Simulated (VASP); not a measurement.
## Ir: relaxation of cell and atoms with LDA

The system is Ir.

```
Ir
1.0
     2.49000    0.00000    0.00000
     0.00000    2.49000    0.00000
     0.00000    0.00000    2.49000
Ir
1
Direct
  0.00000 0.00000 0.00000
```

| Quantity | Value |
| --- | --- |
| Program | VASP 6.6.1 |
| Task | relaxation of cell and atoms |
| Functional | LDA |
| Potentials or basis | VASP PAW LDA potentials, release 64 (Ir) |
| Cutoff | 600 eV |
| k mesh | 9 × 9 × 9 |
| Occupations | methfessel-paxton, width 0.1 eV |
| Spin | no spin polarisation |
| Target pressure | 45 GPa |
| Dipole correction | no |
| Further INCAR settings | ALGO = Normal; EDIFF = 1e-07; IBRION = 2; EDIFFG = -0.01; NSW = 80; ISIF = 3 |

| Item | Value |
| --- | --- |
| Relaxed volume | 14.44 Å³/atom |
| Relaxed cell | a = 2.435 Å, b = 2.435 Å, c = 2.435 Å, α = 90.00°, β = 90.00°, γ = 90.00° |
| Space group after relaxing (to 0.05 Å) | Pm-3m (No. 221) |
| Energy change on relaxing (the enthalpy is what falls) | +186.4 meV/atom |
| Ionic steps | 5 |
| Pressure after relaxing | 45.0 GPa |

The path:
```tsv
step	energy change (eV)	largest force (eV/Å)	pressure (GPa)	volume (Å³)
1	0.0000	0.0000	16.72	15.44
2	4.9601	0.0000	400.73	10.11
3	0.1433	0.0000	39.64	14.61
4	0.1710	0.0000	43.14	14.50
5	0.1864	0.0000	44.98	14.44
```

Final structure:
```
CELL_PARAMETERS angstrom
2.43532 0.00000 0.00000
0.00000 2.43532 0.00000
0.00000 0.00000 2.43532
ATOMIC_POSITIONS crystal
Ir 0.00000 0.00000 0.00000
```

Levels at points of the mesh, in eV from the Fermi level:
```tsv
k point	band 2	band 3	band 4	band 5	band 6	band 7	band 8
(0.00, 0.00, 0.00)	-7.51	-7.51	1.71	1.71	1.71	16.59	16.59
```

Wall time 9.2 s on 1 thread of Intel(R) Xeon(R) Platinum 8488C (Sapphire Rapids), on a shared host, peak memory 0.13 GiB.

Caveat: the cell is relaxed towards a set pressure, so the enthalpy falls and the energy may rise; spin-orbit coupling is left out, which moves the levels of the heavy elements.
